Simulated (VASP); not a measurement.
KF: single point with PBE

Crystal: KF.

```
K F
1.0
    -0.08863    2.57033    2.57033
     2.57033   -0.08863    2.57033
     2.57033    2.57033   -0.08863
K F
1 1
Direct
  0.00000 0.00000 0.00000
  0.50000 0.50000 0.50000
```

This cell differs from its parent crystal: strain along [111] -5.0%.

- Program: VASP 6.6.1
- Task: single point
- Functional: PBE
- Potentials or basis: VASP PAW PBE potentials, release 64 (K_sv, F)
- Cutoff: 520 eV
- k mesh: 8 × 8 × 8
- Occupations: fermi-dirac, width 0.02 eV
- Spin: no spin polarisation
- Dipole correction: no
- Further INCAR settings: ALGO = Normal; EDIFF = 1e-06; NBANDS = 15

| Property | Result |
| --- | --- |
| Pressure | 4.1 GPa |
| Band gap on the k mesh | 6.48 eV, direct |

Stress tensor (GPa, compression positive):
```
4.14 0.35 0.35
0.35 4.14 0.35
0.35 0.35 4.14
```

Levels at points of the mesh, in eV from the valence-band top:
```tsv
k point	band 6	band 7	band 8	band 9	band 10	band 11
(0.00, 0.00, 0.00)	-0.04	-0.04	0.00	6.48	10.62	10.62
(0.50, 0.00, 0.00)	-0.90	-0.45	-0.37	9.26	11.02	12.07
(0.50, 0.50, 0.00)	-0.21	-0.09	-0.05	8.21	10.62	12.33
(0.50, 0.50, 0.50)	-0.90	-0.50	-0.50	9.41	11.24	12.41
```

It took 14 s on 1 thread of Intel(R) Xeon(R) 6975P-C (Granite Rapids), on a shared host, peak memory 0.17 GiB.

Caveat: the cell differs from its parent crystal (strain along [111] -5.0%). A k mesh can miss the band edges.
